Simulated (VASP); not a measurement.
# ScAl (P4mm) in VASP: further runs, part 2 of 2

VASP 6.6.1. Earlier steps stand in the parts before.

## 3. Single point, LDA (all Sc atoms moved +0.375 Å, as atom 1 along Cartesian [0 0 1])

INCAR

```
ALGO = Fast
EDIFF = 1E-7
ENCUT = 520
GGA = CA
ISIF = 2
ISMEAR = -1
LASPH = True
LCHARG = False
LREAL = False
LWAVE = False
NBANDS = 14
NELM = 60
PREC = Accurate
SIGMA = 0.02
```

KPOINTS

```
k-points
0
Gamma
  14 14 14
```

POSCAR

```
ScAl
1.0
    3.3703489700      0.0000000000      0.0000000000
    0.0000000000      3.3703489700      0.0000000000
    0.0000000000      0.0000000000      3.3703489700
Sc Al
1 1
Direct
    0.5000000000      0.5000000000      0.6112644427
    0.0000000000      0.0000000000      0.0000000000
```

Potentials or basis: VASP PAW LDA potentials, release 64 (Sc_sv, Al).

Command:

```sh
$ cat potpaw_LDA.64/Sc_sv/POTCAR potpaw_LDA.64/Al/POTCAR > POTCAR
$ mpirun -np 1 vasp_std > vasp.out
```

OUTCAR:

```text
EDIFF = 1E-7
   ENCUT = 520
   GGA = CA
   ISIF = 2
   ISMEAR = -1
   LASPH = True
   LREAL = False
   NELM = 60
   PREC = Accurate

 ion  position               nearest neighbor table
   1  0.500  0.500  0.611-   2 2.72   2 2.72   2 2.72   2 2.72   2 3.15   2 3.15   2 3.15   2 3.15

   2  0.000  0.000  0.000-   1 2.72   1 2.72   1 2.72   1 2.72   1 3.15   1 3.15   1 3.15   1 3.15

  LATTYP: Found a simple cubic cell.
 ALAT       =     3.3703489700

  Lattice vectors:

 A1 = (   3.3703489700,   0.0000000000,   0.0000000000)
[... 586 lines left out ...]
      9       7.2156      0.00000
     10       8.4633      0.00000
     11       8.8883      0.00000
     12      11.5093      0.00000
     13      12.2166      0.00000
     14      13.0996      0.00000

 [... further k-points ...]
[... 5 lines left out ...]
  --------------------------------------------------------------------------------------
  -------------------------------------------------------------------------------------
  Total        0.0306789      0.0306789     -0.5303689      0.0000000      0.0000000      0.0000000
  in kB        1.2838841      1.2838841    -22.1954546      0.0000000      0.0000000      0.0000000
  external PRESSURE =      -6.5425622 kB  Pullay stress =       0.0000000 kB

 VOLUME and BASIS-vectors are now :
 -----------------------------------------------------------------------------
  energy-cutoff  :      520.00
  volume of cell :       38.28
      direct lattice vectors                 reciprocal lattice vectors
     3.370348970  0.000000000  0.000000000     0.296705181  0.000000000  0.000000000
     0.000000000  3.370348970  0.000000000     0.000000000  0.296705181  0.000000000
     0.000000000  0.000000000  3.370348970     0.000000000  0.000000000  0.296705181

 POSITION                                       TOTAL-FORCE (eV/Angst)
 -----------------------------------------------------------------------------------
      1.68517      1.68517      2.06017         0.000000     -0.000000     -1.680161
      0.00000      0.00000      0.00000         0.000000      0.000000      1.680161
 -----------------------------------------------------------------------------------
    total drift:                                0.000000      0.000000     -0.000055

  FREE ENERGIE OF THE ION-ELECTRON SYSTEM (eV)
  ---------------------------------------------------
  free  energy   TOTEN  =       -11.5455264433 eV

  energy  without entropy=      -11.5445577332  energy(sigma->0) =      -11.54504209
```

It took 2.8 min on 1 thread of Intel Xeon Platinum 8259CL at 2.50GHz (Skylake/Cascade Lake), shared host; peak memory 0.26 GiB.

Results:

```yaml
Free_energy: -11.5455 eV
Pressure: -0.7 GPa
Largest_force: 1.680 eV/Å
Band_gap_on_the_k_mesh: zero (band 7 reaches 6.05 eV, above the bottom of band 8 at 5.11 eV)
```

Forces in eV/Å, atoms in the order of the input:
```
Sc   0.000  0.000 -1.680
Al   0.000  0.000  1.680
```

Caveat: the cell differs from its parent crystal (all Sc atoms moved +0.375 Å, as atom 1 along Cartesian [0 0 1]); forces of over 1 eV/Å act on the atoms, so gaps and moduli don't describe the material at rest.

## 4. Single point, LDA (all Sc atoms moved -0.250 Å, as atom 1 along Cartesian [0 0 1])

INCAR

```
PREC = Accurate
ENCUT = 520
EDIFF = 1E-6
ISMEAR = -1
SIGMA = 0.02
LREAL = F
LASPH = T
NELM = 100
ALGO = Fast
ISIF = 2
LWAVE = F
LCHARG = T
GGA = CA
LELF = T
LVHAR = T
NBANDS = 14
```

KPOINTS

```
regular mesh
0
Gamma
  14 14 14
```

Edit POSCAR of step 3 so:

```diff
@@ -8,3 +8,3 @@
 Direct
-    0.5000000000      0.5000000000      0.6112644427
+    0.5000000000      0.5000000000      0.4258237048
     0.0000000000      0.0000000000      0.0000000000
```

Command:

```sh
$ cat potpaw_LDA.64/Sc_sv/POTCAR potpaw_LDA.64/Al/POTCAR > POTCAR
$ mpirun -np 1 vasp_std > vasp.out
```

It took 2.4 min on 1 thread of Intel Xeon Platinum 8259CL at 2.50GHz (Skylake/Cascade Lake), shared host; peak memory 0.26 GiB.

It converged, with:

* Free energy: -11.7213 eV
* Pressure: -2.6 GPa
* Largest force: 1.128 eV/Å
* Band gap on the k mesh: zero (band 7 reaches 6.08 eV, above the bottom of band 8 at 5.05 eV)

Forces on the atoms (eV/Å):
```
Sc   0.000  0.000  1.128
Al   0.000  0.000 -1.128
```

Stress tensor (GPa, compression positive):
```
-2.26  0.00  0.00
 0.00 -2.26  0.00
 0.00  0.00 -3.23
```

Levels at points of the mesh, in eV from the Fermi level:
| k point | band 3 | band 4 | band 5 | band 6 | band 7 | band 8 | band 9 | band 10 | band 11 | band 12 |
| --- | --- | --- | --- | --- | --- | --- | --- | --- | --- | --- |
| (0.00, 0.00, 0.00) | -27.73 | -27.73 | -8.37 | -0.72 | -0.69 | 2.59 | 2.59 | 2.63 | 3.88 | 3.88 |
| (0.50, 0.00, 0.00) | -27.72 | -27.71 | -5.60 | -4.46 | 0.22 | 0.69 | 0.83 | 2.88 | 3.77 | 5.96 |
| (0.00, 0.00, 0.50) | -27.71 | -27.71 | -5.65 | -4.44 | 0.19 | 0.78 | 0.78 | 2.85 | 3.81 | 6.29 |
| (0.50, 0.50, 0.00) | -27.89 | -27.70 | -4.72 | -1.77 | -1.77 | -0.75 | 1.59 | 1.59 | 3.67 | 4.66 |
| (0.00, 0.50, 0.50) | -27.89 | -27.70 | -4.66 | -1.84 | -1.77 | -0.72 | 1.40 | 1.52 | 3.66 | 4.79 |
| (0.50, 0.50, 0.50) | -27.87 | -27.87 | -2.63 | -2.47 | -2.47 | -0.42 | 2.92 | 2.92 | 3.07 | 3.73 |

Caveat: the cell differs from its parent crystal (all Sc atoms moved -0.250 Å, as atom 1 along Cartesian [0 0 1]); forces of over 1 eV/Å act on the atoms, so gaps and moduli don't describe the material at rest.

## 5. Single point, LDA (all Sc atoms moved +0.125 Å, as atom 1 along Cartesian [0 0 1])

INCAR

```
SYSTEM = ScAl
  ALGO = Fast
  EDIFF = 1E-6
  ENCUT = 520
  GGA = CA
  ISIF = 2
  ISMEAR = -1
  LASPH = .True.
  LCHARG = .True.
  LELF = .True.
  LREAL = .False.
  LVHAR = .True.
  LWAVE = .False.
  NBANDS = 14
  NELM = 80
  PREC = Accurate
  SIGMA = 0.02
```

KPOINTS

```
k-points
0
Gamma
  14 14 14
  0 0 0
```

Edit POSCAR of step 4 so:

```diff
@@ -8,3 +8,3 @@
 Direct
-    0.5000000000      0.5000000000      0.4258237048
+    0.5000000000      0.5000000000      0.5370881476
     0.0000000000      0.0000000000      0.0000000000
```

Command:

```sh
$ cat potpaw_LDA.64/Sc_sv/POTCAR potpaw_LDA.64/Al/POTCAR > POTCAR
$ mpirun -np 1 vasp_std > vasp.out
```

Wall time 2.2 min (1 thread of Intel Xeon Platinum 8259CL at 2.50GHz (Skylake/Cascade Lake), shared host); peak memory 0.26 GiB.

It converged, with:

- Free energy: -11.8272 eV
- Pressure: -3.9 GPa
- Largest force: 0.566 eV/Å
- Band gap on the k mesh: zero (band 7 reaches 6.11 eV, above the bottom of band 8 at 5.01 eV)

Forces on the atoms (eV/Å):
```
Sc   0.000  0.000 -0.566
Al   0.000  0.000  0.566
```

Stress tensor (GPa, compression positive):
```
-3.82  0.00  0.00
 0.00 -3.82  0.00
 0.00  0.00 -4.04
```

Levels at points of the mesh, in eV from the Fermi level:
| k point | band 3 | band 4 | band 5 | band 6 | band 7 | band 8 | band 9 | band 10 | band 11 | band 12 |
| --- | --- | --- | --- | --- | --- | --- | --- | --- | --- | --- |
| (0.00, 0.00, 0.00) | -27.76 | -27.76 | -8.41 | -0.69 | -0.68 | 2.63 | 2.63 | 2.64 | 3.77 | 3.77 |
| (0.50, 0.00, 0.00) | -27.75 | -27.75 | -5.63 | -4.49 | 0.23 | 0.72 | 0.76 | 2.87 | 3.76 | 6.08 |
| (0.00, 0.00, 0.50) | -27.75 | -27.75 | -5.64 | -4.49 | 0.22 | 0.75 | 0.75 | 2.87 | 3.76 | 6.16 |
| (0.50, 0.50, 0.00) | -27.92 | -27.73 | -4.72 | -1.78 | -1.78 | -0.81 | 1.51 | 1.51 | 3.64 | 4.76 |
| (0.00, 0.50, 0.50) | -27.92 | -27.73 | -4.70 | -1.80 | -1.78 | -0.80 | 1.46 | 1.49 | 3.64 | 4.81 |
| (0.50, 0.50, 0.50) | -27.90 | -27.90 | -2.56 | -2.52 | -2.52 | -0.51 | 2.96 | 2.96 | 2.99 | 3.71 |

Caveat: the cell differs from its parent crystal (all Sc atoms moved +0.125 Å, as atom 1 along Cartesian [0 0 1]).
